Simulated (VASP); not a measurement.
**I: relaxation of cell and atoms with LDA**

Crystal: I.

```xyz
2
Lattice="2.6207 0.0000 0.0000 -1.3103 2.2696 0.0000 0.0000 0.0000 4.2455" Properties=species:S:1:pos:R:3 pbc="T T T"
I     0.0000    1.5131    1.0614
I     1.3103    0.7565    3.1841
```

```
Program                : VASP 6.6.1
Task                   : relaxation of cell and atoms
Functional             : LDA
Potentials or basis    : VASP PAW LDA potentials, release 64 (I)
Cutoff                 : 600 eV
k mesh                 : 16 × 16 × 9
Occupations            : fermi-dirac, width 0.05 eV
Spin                   : no spin polarisation
Target pressure        : 290 GPa
Dipole correction      : no
Further INCAR settings : ALGO = Normal; EDIFF = 1e-06; IBRION = 2; EDIFFG = -0.005; NSW = 60; ISIF = 3
```

The relaxed volume is 12.70 Å³/atom and the relaxed cell is a = 2.588 Å, b = 2.588 Å, c = 4.377 Å, α = 90.00°, β = 90.00°, γ = 120.00°. The space group after relaxing (to 0.05 Å) is P6_3/mmc (No. 194), the energy change on relaxing (the enthalpy is what falls) is -176.1 meV/atom and the ionic steps are 17. The pressure after relaxing is 290.0 GPa and the band gap on the k mesh is zero (band 7 reaches 30.81 eV, above the bottom of band 8 at 19.02 eV).

Step by step:
```csv
step,energy change (eV),largest force (eV/Å),pressure (GPa),volume (Å³)
1,0.0000,0.0000,296.95,25.25
2,-2.8533,0.0000,236.45,27.15
3,-1.0464,0.0000,275.46,25.79
4,-0.9315,0.0000,277.91,25.72
5,3.9423,0.0000,381.17,23.54
6,-0.4382,0.0000,288.15,25.44
7,-0.4484,0.0000,287.92,25.45
8,0.0863,0.0000,299.40,25.16
9,-0.3661,0.0000,289.71,25.40
10,-0.3598,0.0000,289.80,25.40
11,-0.3578,0.0000,289.86,25.40
12,-0.3242,0.0000,290.57,25.38
13,-0.3499,0.0000,290.05,25.39
14,-0.3503,0.0000,290.04,25.39
15,-0.3501,0.0000,290.03,25.39
16,-0.3563,0.0000,289.93,25.40
17,-0.3522,0.0000,289.98,25.39
```

Final structure:
```
I
1.0
     2.58838    0.00000    0.00000
    -1.29419    2.24160    0.00000
     0.00000    0.00000    4.37654
I
2
Direct
  0.33333 0.66667 0.25000
  0.66667 0.33333 0.75000
```

Levels at points of the mesh, in eV from the Fermi level:
```
           k point  band 4  band 5  band 6  band 7  band 8  band 9  band 10  band 11
(0.00, 0.00, 0.00)    2.98    2.98    4.74    5.96    5.96    6.37     7.35     9.79
(0.50, 0.00, 0.00)  -10.56   -9.33   -6.00   -4.01    1.69    2.23     5.71     8.71
```

Wall time 100 s on 1 thread of Intel(R) Xeon(R) 6975P-C (Granite Rapids), on a shared host, peak memory 0.18 GiB.

Caveat: the cell is relaxed towards a set pressure, so the enthalpy falls and the energy may rise; spin-orbit coupling is left out, which moves the levels of the heavy elements.
